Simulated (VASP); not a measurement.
Input of a VASP 6.6.1 run:

INCAR

```
  ALGO = Fast
  EDIFF = 1E-7
  EDIFFG = -0.04
  ENCUT = 600
  GGA = PE
  IBRION = 2
  ISIF = 3
  ISMEAR = 0
  LASPH = T
  LCHARG = F
  LREAL = F
  LWAVE = F
  NELM = 60
  NSW = 90
  PREC = Accurate
  SIGMA = 0.1
```

File KPOINTS:

```
k-points
0
Gamma
  4 4 4
```

The input POSCAR:

```
Al2Pt
1.0
    4.2450846400      0.0000000000      0.0000000000
    0.0000000000      4.2450846400      0.0000000000
    0.0000000000      0.0000000000      5.7230870000
Al Pt
4 2
Direct
    0.5000000000      0.5000000000      0.0000000000
    0.0000000000      0.0000000000      0.5000000000
    0.5000000000      0.5000000000      0.5000000000
    0.0000000000      0.0000000000      0.0000000000
    0.5000000000      0.0000000000      0.6992385800
    0.0000000000      0.5000000000      0.3007614200
```

Potentials or basis: VASP PAW PBE potentials, release 64 (Al, Pt).

Launch:

```console
$ cat potpaw_PBE.64/Al/POTCAR potpaw_PBE.64/Pt/POTCAR > POTCAR
$ mpirun -np 1 vasp_std > vasp.out
```

(1) Estimate the relaxed cell.

(2) What does it give for the relaxed volume?

(3) What does it give for the band gap on the k mesh?

Answers

(1) a = 4.253 Å, b = 4.253 Å, c = 5.811 Å, α = 90.00°, β = 90.00°, γ = 90.00°.

(2) 17.52 Å³/atom.

(3) zero (band 16 reaches 10.47 eV, above the bottom of band 17 at 6.31 eV).

Caveat: the k points lie up to 0.37 Å⁻¹ apart in the final cell; spin-orbit coupling is left out, which moves the levels of the heavy elements.
